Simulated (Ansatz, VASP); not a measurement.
**CdSiN2 in VASP and in Ansatz**

INCAR

```
SYSTEM = CdSiN2
ALGO = Normal
EDIFF = 1E-6
ENCUT = 520
GGA = PE
ISIF = 2
ISMEAR = -1
LASPH = .TRUE.
LCHARG = .TRUE.
LELF = .TRUE.
LREAL = .FALSE.
LVHAR = .TRUE.
LWAVE = .FALSE.
NBANDS = 36
NELM = 60
PREC = Accurate
SIGMA = 0.02
```

KPOINTS

```
k-points
0
G
  6 6 2
  0 0 0
```

POSCAR

```
CdSiN2
1.0
    3.1442719548      0.0000000000      0.0000000000
    0.0000000000      3.1442719548      0.0000000000
    0.0000000000      0.0000000000     10.5186823996
Cd N Si
2 4 2
Direct
    0.5000000000      0.0000000000      0.8612896092
    0.0000000000      0.5000000000      0.1387103908
    0.5000000000      0.5000000000      0.0000000000
    0.0000000000      0.0000000000      0.3241738653
    0.5000000000      0.5000000000      0.5000000000
    0.0000000000      0.0000000000      0.6758261347
    0.5000000000      0.0000000000      0.3956506726
    0.0000000000      0.5000000000      0.6043493274
```

Input for Ansatz:

```yaml
crystal:
  lattice:
    - [3.1442719548, 0.0, 0.0]
    - [0.0, 3.1442719548, 0.0]
    - [0.0, 0.0, 10.5186823996]
  atoms:
    - { symbol: Cd, position: [0.5, 0.0, 0.8612896092] }
    - { symbol: "N", position: [0.5, 0.5, 0.0] }
    - { symbol: Cd, position: [0.0, 0.5, 0.1387103908] }
    - { symbol: "N", position: [0.0, 0.0, 0.3241738653] }
    - { symbol: Si, position: [0.5, 0.0, 0.3956506726] }
    - { symbol: "N", position: [0.5, 0.5, 0.5] }
    - { symbol: Si, position: [0.0, 0.5, 0.6043493274] }
    - { symbol: "N", position: [0.0, 0.0, 0.6758261347] }
kpoints:
  mp_grid: { grid: [6, 6, 2] }
hamiltonian:
  xc: pbe
scf:
  occupations: { method: fermi_dirac, width: 0.02 }
  n_extra_bands: 6
output:
  forces: true
  stress: true
  eigenvalues: true
```

Alike in both runs: task single point; functional PBE; k mesh 6 × 6 × 2; occupations fermi-dirac, width 0.02 eV; no spin polarisation.

|  | VASP | Ansatz |
| --- | --- | --- |
| version | VASP 6.6.1 | Ansatz 0.2.0 |
| potentials or method | VASP PAW PBE potentials, release 64 (Cd, N, Si) | plane waves, PAW |
| plane-wave cutoff (eV) | 520 | 420 |
| valence electrons in the cell | 52 | 68 |

```tsv
	VASP	Ansatz	Ansatz less VASP
pressure (GPa)	-3.6	-4.3	-0.67
rms of the force components (eV/Å)	0.055	0.064	+0.0094
```

With one functional, cell and mesh, what is left measures potentials, basis and numerics. VASP's potentials hold 52 valence electrons a cell and Ansatz's 68, so a difference there can come from the potentials and not from the codes.
